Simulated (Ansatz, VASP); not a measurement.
# Two plane-wave programs on P

```
P
1.0
     4.07780    0.00000    0.00000
    -2.03890    3.53148    0.00000
     0.00000    0.00000    4.77063
P
4
Cartesian
  0.0000 2.3543 2.3851
  2.0389 1.1772 4.7704
  2.0389 1.1772 2.3856
  0.0000 2.3543 0.0003
```

Alike in both runs: functional PBE; k mesh 6 × 6 × 4; occupations gaussian, width 0.1 eV; no spin polarisation.

Ansatz relaxed the structure, and its values are those at the end. VASP's run is a single point on that final structure, the one shown.

|  | VASP | Ansatz |
| --- | --- | --- |
| version | VASP 6.6.1 | Ansatz 0.2.0 |
| potentials or method | VASP PAW PBE potentials, release 64 (P), cutoff 520 eV | scalar-relativistic, plane waves, PAW |
| valence electrons in the cell | 20 | 20 |

```tsv
	VASP	Ansatz	Ansatz less VASP
gap on the k mesh at the Fermi level (eV)	none	none	-
pressure (GPa)	-0.3	0.0	+0.22
```

A gap of «none» marks a metal or a gap that the smearing closes.
